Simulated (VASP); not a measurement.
# TiC (Fm-3m) in VASP: further runs

The runs below take TiC through relaxation of cell and atoms, single point, with LDA+U, PBE.

Program: VASP 6.6.1. These are calculated values, not measurements. Logs are shortened: lines on timing, memory, paths and dates and some standing lists are left out, and cuts for length are marked.

### 1 The cell of the first run

It takes space group Fm-3m (No. 225, cubic). The conventional cell has a = 4.331 Å, b = 4.331 Å, c = 4.331 Å, α = 90.00°, β = 90.00°, γ = 90.00°. Within 2.9 Å of Ti (site symmetry m-3m) lie 6 C at 2.17 Å. C (site symmetry m-3m) has 6 Ti at 2.17 Å within 2.9 Å.

### 2 Relaxation of cell and atoms, LDA+U

File INCAR:

```
ALGO = Normal ; EDIFF = 1E-7
EDIFFG = -0.01 ; ENCUT = 910
GGA = CA ; GGA_COMPAT = False
IBRION = 2 ; ISIF = 3
ISMEAR = -1 ; LASPH = True
LCHARG = False ; LDAU = True
LDAUJ = 0 0 ; LDAUL = 2 -1
LDAUPRINT = 1 ; LDAUTYPE = 2
LDAUU = 6 0 ; LMAXMIX = 4
LREAL = False ; LWAVE = False
NELM = 200 ; NELMIN = 4
NSW = 60 ; PREC = Accurate
SIGMA = 0.05
```

File KPOINTS:

```
k-points
0
Gamma
  11 11 11
```

File POSCAR:

```
TiC
1.0
    0.0000000000      2.1657188437      2.1657188437
    2.1657188437      0.0000000000      2.1657188437
    2.1657188437      2.1657188437      0.0000000000
Ti C
1 1
Direct
    0.0000000000      0.0000000000      0.0000000000
    0.5000000000      0.5000000000      0.5000000000
```

Potentials or basis: VASP PAW LDA potentials, release 64 (Ti_sv, C_h).

On the command line:

```console
$ cat potpaw_LDA.64/Ti_sv/POTCAR potpaw_LDA.64/C_h/POTCAR > POTCAR
$ mpirun -np 1 vasp_std > vasp.out
```

OUTCAR:

```text
EDIFF = 1E-7
   EDIFFG = -0.01
   ENCUT = 910
   GGA = CA
   IBRION = 2
   ISIF = 3
   ISMEAR = -1
   LASPH = True
   LREAL = False
   NELM = 200
   NELMIN = 4
   NSW = 60
   PREC = Accurate

 ion  position               nearest neighbor table
   1  0.000  0.000  0.000-   2 2.17   2 2.17   2 2.17   2 2.17   2 2.17   2 2.17
   2  0.500  0.500  0.500-   1 2.17   1 2.17   1 2.17   1 2.17   1 2.17   1 2.17

  LATTYP: Found a face centered cubic cell.
 ALAT       =     4.3314376874

  Lattice vectors:

 A1 = (   0.0000000000,   2.1657188437,   2.1657188437)
 A2 = (   2.1657188437,   0.0000000000,   2.1657188437)
 A3 = (   2.1657188437,   2.1657188437,   0.0000000000)

Analysis of symmetry for initial positions (statically):
=====================================================================
 Subroutine PRICEL returns:
 Original cell was already a primitive cell.

 Routine SETGRP: Setting up the symmetry group for a
 face centered cubic supercell.

 Subroutine GETGRP returns: Found 48 space group operations
 (whereof 48 operations were pure point group operations)
 out of a pool of 48 trial point group operations.

The static configuration has the point symmetry O_h .

Analysis of symmetry for dynamics (positions and initial velocities):
=====================================================================
 Subroutine PRICEL returns:
 Original cell was already a primitive cell.

 Routine SETGRP: Setting up the symmetry group for a
 face centered cubic supercell.

 Subroutine GETGRP returns: Found 48 space group operations
 (whereof 48 operations were pure point group operations)
 out of a pool of 48 trial point group operations.

The dynamic configuration has the point symmetry O_h .

 Subroutine INISYM returns: Found 48 space group operations
 (whereof 48 operations are pure point group operations),
 and found     1 'primitive' translations

----------------------------------------------------------------------------------------

                                     Primitive cell

  volume of cell :      20.3159

  direct lattice vectors                    reciprocal lattice vectors
     0.000000000  2.165718844  2.165718844    -0.230870227  0.230870227  0.230870227
     2.165718844  0.000000000  2.165718844     0.230870227 -0.230870227  0.230870227
     2.165718844  2.165718844  0.000000000     0.230870227  0.230870227 -0.230870227

  length of vectors
[... 145 lines left out ...]
  external PRESSURE =      51.8120042 kB  Pullay stress =       0.0000000 kB
[... 23 lines left out ...]
--------------------------------------- Ionic step        2  -------------------------------------------

 number of electron      16.0000000 magnetization

 E-fermi :   9.8003     XC(G=0): -12.7935

 val. band max:        9.7892045570   @ k =   0.0909   0.0000   0.0000
 cond. band min:       9.8578125018   @ k =  -0.4545   0.4545   0.0000
 fundamental gap:      0.0686079448
 Fermi energy:         9.8003135887

 k-point     1 :       0.0000    0.0000    0.0000
  band No.  band energies     occupation
      1     -47.9582      2.00000
      2     -24.3414      2.00000
      3     -24.3414      2.00000
      4     -24.3414      2.00000
      5      -2.7567      2.00000
      6      10.9325      0.00000
      7      10.9325      0.00000
      8      10.9325      0.00000
      9      11.0823      0.00000
     10      11.0823      0.00000
     11      11.0823      0.00000
     12      11.1463      0.00000
[... 374 lines left out ...]
  FREE ENERGIE OF THE ION-ELECTRON SYSTEM (eV)
  ---------------------------------------------------
  free  energy   TOTEN  =       -16.0635239943 eV

  energy  without entropy=      -16.0609519765  energy(sigma->0) =      -16.06223799

atom =   1  type =  1  l = 2

 onsite density matrix

spin component  1

  0.1070  0.0000 -0.0000  0.0000 -0.0000
  0.0000  0.1070  0.0000 -0.0000  0.0000
 -0.0000  0.0000  0.2812 -0.0000 -0.0000
  0.0000 -0.0000 -0.0000  0.1070  0.0000
 -0.0000  0.0000 -0.0000  0.0000  0.2812

spin component  2

  0.1070  0.0000 -0.0000  0.0000 -0.0000
  0.0000  0.1070  0.0000 -0.0000  0.0000
 -0.0000  0.0000  0.2812 -0.0000 -0.0000
  0.0000 -0.0000 -0.0000  0.1070  0.0000
 -0.0000  0.0000 -0.0000  0.0000  0.2812

 occupancies and eigenvectors

  o =  0.1070  v =  1.0000  0.0000  0.0000  0.0000  0.0000  0.0000  0.0000  0.0000  0.0000  0.0000      0.0000  0.0000  0.0000  0.0000  0.0000  0.0000  0.0000  0.0000  0.0000  0.0000
  o =  0.1070  v =  0.0000  0.0000  0.0000  0.0000  0.0000  1.0000  0.0000  0.0000  0.0000  0.0000      0.0000  0.0000  0.0000  0.0000  0.0000  0.0000  0.0000  0.0000  0.0000  0.0000
  o =  0.1070  v =  0.0000 -0.9998  0.0000  0.0195  0.0000  0.0000  0.0000  0.0000  0.0000  0.0000      0.0000  0.0000  0.0000  0.0000  0.0000  0.0000  0.0000  0.0000  0.0000  0.0000
  o =  0.1070  v =  0.0000  0.0000  0.0000  0.0000  0.0000  0.0000 -0.9998  0.0000  0.0195  0.0000      0.0000  0.0000  0.0000  0.0000  0.0000  0.0000  0.0000  0.0000  0.0000  0.0000
  o =  0.1070  v =  0.0000  0.0195  0.0000  0.9998 -0.0000  0.0000  0.0000  0.0000  0.0000  0.0000      0.0000  0.0000  0.0000  0.0000  0.0000  0.0000  0.0000  0.0000  0.0000  0.0000
  o =  0.1070  v =  0.0000  0.0000  0.0000  0.0000  0.0000  0.0000  0.0195  0.0000  0.9998 -0.0000      0.0000  0.0000  0.0000  0.0000  0.0000  0.0000  0.0000  0.0000  0.0000  0.0000
  o =  0.2812  v =  0.0000 -0.0000 -1.0000 -0.0000  0.0052  0.0000  0.0000  0.0000  0.0000  0.0000      0.0000  0.0000  0.0000  0.0000  0.0000  0.0000  0.0000  0.0000  0.0000  0.0000
  o =  0.2812  v =  0.0000  0.0000  0.0000  0.0000  0.0000  0.0000 -0.0000 -1.0000 -0.0000  0.0052      0.0000  0.0000  0.0000  0.0000  0.0000  0.0000  0.0000  0.0000  0.0000  0.0000
  o =  0.2812  v =  0.0000  0.0000  0.0000  0.0000  0.0000  0.0000  0.0000  0.0052  0.0000  1.0000      0.0000  0.0000  0.0000  0.0000  0.0000  0.0000  0.0000  0.0000  0.0000  0.0000
  o =  0.2812  v =  0.0000  0.0000  0.0052  0.0000  1.0000  0.0000  0.0000  0.0000  0.0000  0.0000      0.0000  0.0000  0.0000  0.0000  0.0000  0.0000  0.0000  0.0000  0.0000  0.0000

--------------------------------------- Ionic step        3  -------------------------------------------

 number of electron      15.9999999 magnetization

 Free energy of the ion-electron system (eV)
  ---------------------------------------------------
  ext. energy  EPLUGINS =         0.00000000
  ---------------------------------------------------
  free energy    TOTEN  =       -16.07674293 eV

  energy without entropy =      -16.07417870  energy(sigma->0) =      -16.07546082

 E-fermi :  10.1369     XC(G=0): -12.9359

 val. band max:       10.1264774481   @ k =   0.0909   0.0000   0.0000
 cond. band min:      10.1973581072   @ k =  -0.4545   0.4545   0.0000
 fundamental gap:      0.0708806591
 Fermi energy:        10.1368945961

 k-point     1 :       0.0000    0.0000    0.0000
  band No.  band energies     occupation
      1     -47.5189      2.00000
      2     -23.8905      2.00000
      3     -23.8905      2.00000
      4     -23.8905      2.00000
      5      -2.5564      2.00000
      6      11.2876      0.00000
      7      11.2876      0.00000
      8      11.2876      0.00000
      9      11.4498      0.00000
     10      11.4498      0.00000
     11      11.4498      0.00000
     12      11.5407      0.00000
[... 374 lines left out ...]
  FREE ENERGIE OF THE ION-ELECTRON SYSTEM (eV)
  ---------------------------------------------------
  free  energy   TOTEN  =       -16.0767429333 eV

  energy  without entropy=      -16.0741787014  energy(sigma->0) =      -16.07546082

 reached required accuracy - stopping structural energy minimisation
```

OSZICAR:

```text
N       E                     dE             d eps       ncg     rms          rms(c)
DAV:   1     0.157878718017E+03    0.15788E+03   -0.11718E+04  1344   0.237E+03
DAV:   2    -0.638916217784E+01   -0.16427E+03   -0.15734E+03  1364   0.481E+02
DAV:   3    -0.223161560682E+02   -0.15927E+02   -0.15207E+02  1928   0.124E+02
[... 34 lines left out ...]
DAV:   7    -0.160767124111E+02   -0.11621E-03   -0.54654E-04  1532   0.265E-01    0.469E-02
DAV:   8    -0.160767404617E+02   -0.28051E-04   -0.10905E-04  1396   0.115E-01    0.124E-02
DAV:   9    -0.160767427525E+02   -0.22907E-05   -0.40852E-06  1692   0.206E-02    0.370E-03
DAV:  10    -0.160767429284E+02   -0.17594E-06   -0.86237E-07  1744   0.627E-03    0.316E-03
DAV:  11    -0.160767429333E+02   -0.49261E-08   -0.97667E-08  1048   0.373E-03
   3 F= -.16076743E+02 E0= -.16075461E+02  d E =-.620232E-02
```

Wall time 74 s (1 thread of AMD EPYC 7R43 (Zen 3), shared host); peak memory 0.15 GiB.

What came out:

```
Free energy                           : -16.0767 eV
Relaxed volume                        : 10.35 Å³/atom
Relaxed cell                          : a = 3.082 Å, b = 3.082 Å, c = 3.082 Å, α = 60.00°, β = 60.00°, γ = 60.00°
Space group after relaxing (to 0.1 Å) : Fm-3m (No. 225)
Energy gained by relaxing             : 3.1 meV/atom
Ionic steps                           : 3
Pressure after relaxing               : 0.0 GPa
Band gap on the k mesh                : zero (bands 8 and 9 overlap by 1.74 eV)
```

The path:
```csv
step,energy change (eV),largest force (eV/Å),pressure (GPa),volume (Å³)
1,0.0000,0.0000,5.18,20.32
2,0.0070,0.0000,-7.00,21.30
3,-0.0062,0.0000,-0.04,20.71
```

Final structure:
```
Ti C
1.0
     0.00000    2.17958    2.17958
     2.17958    0.00000    2.17958
     2.17958    2.17958    0.00000
Ti C
1 1
Direct
  0.00000 0.00000 0.00000
  0.50000 0.50000 0.50000
```

Levels at points of the mesh, in eV from the Fermi level:
```tsv
k point	band 5	band 6	band 7	band 8	band 9	band 10	band 11	band 12
(0.00, 0.00, 0.00)	-12.69	1.15	1.15	1.15	1.31	1.31	1.31	1.40
```

Eigenvalues of the final occupation matrices:
```csv
site,spin,trace,eigenvalues
site 1 d,1,0.88,0.11 0.11 0.11 0.28 0.28
site 1 d,2,0.88,0.11 0.11 0.11 0.28 0.28
```

Caveat: the cutoff is under 1.25 times the usual one of these potentials, so pressure, stress and relaxed cells hold a basis-set (Pulay) error; U without spin polarisation on a metal has little footing; the U is typed as a test and isn't derived for this compound.

### 3 Single point, PBE (12.70 Å³/atom)

This run uses another cell than the first one, of 12.70 Å³/atom.

File INCAR:

```
SYSTEM = TiC
ALGO     = Normal         ! electronic algorithm
EDIFF    = 1E-6           ! SCF threshold, eV
ENCUT    = 600            ! plane-wave cutoff, eV
GGA      = PE             ! functional
GGA_COMPAT= .FALSE.      
ISIF     = 2              ! what is computed and relaxed
ISMEAR   = 1              ! smearing method
LASPH    = .TRUE.         ! aspherical terms in the spheres
LCHARG   = .FALSE.        ! write CHGCAR
LREAL    = .FALSE.        ! projectors in reciprocal space
LWAVE    = .FALSE.        ! write WAVECAR
NBANDS   = 15             ! bands
NELM     = 120            ! most SCF steps
PREC     = Accurate       ! precision mode
SIGMA    = 0.15           ! smearing width, eV
```

File KPOINTS:

```
k-points
0
G
  11 11 11
  0 0 0
```

File POSCAR:

```
TiC
1.0
    0.0000000000      2.3329499050      2.3329499050
    2.3329499050      0.0000000000      2.3329499050
    2.3329499050      2.3329499050      0.0000000000
Ti C
1 1
Direct
    0.0000000000      0.0000000000      0.0000000000
    0.5000000000      0.5000000000      0.5000000000
```

Potentials or basis: VASP PAW PBE potentials, release 64 (Ti_sv, C).

On the command line:

```console
$ cat potpaw_PBE.64/Ti_sv/POTCAR potpaw_PBE.64/C/POTCAR > POTCAR
$ mpirun -np 1 vasp_std > vasp.out
```

Wall time 19 s (1 thread of Intel Xeon 6975P-C (Granite Rapids), shared host); peak memory 0.17 GiB.

Results (log left out):

```yaml
Free_energy: -18.0456 eV
Pressure: -35.2 GPa
Band_gap_on_the_k_mesh: zero (bands 8 and 9 overlap by 0.93 eV)
```

Levels at points of the mesh, in eV from the Fermi level:
```csv
k point,band 5,band 6,band 7,band 8,band 9,band 10,band 11,band 12
"(0.00, 0.00, 0.00)",-11.41,0.51,0.51,0.51,1.19,1.19,1.35,1.35
```

Caveat: the cell stands under tension.
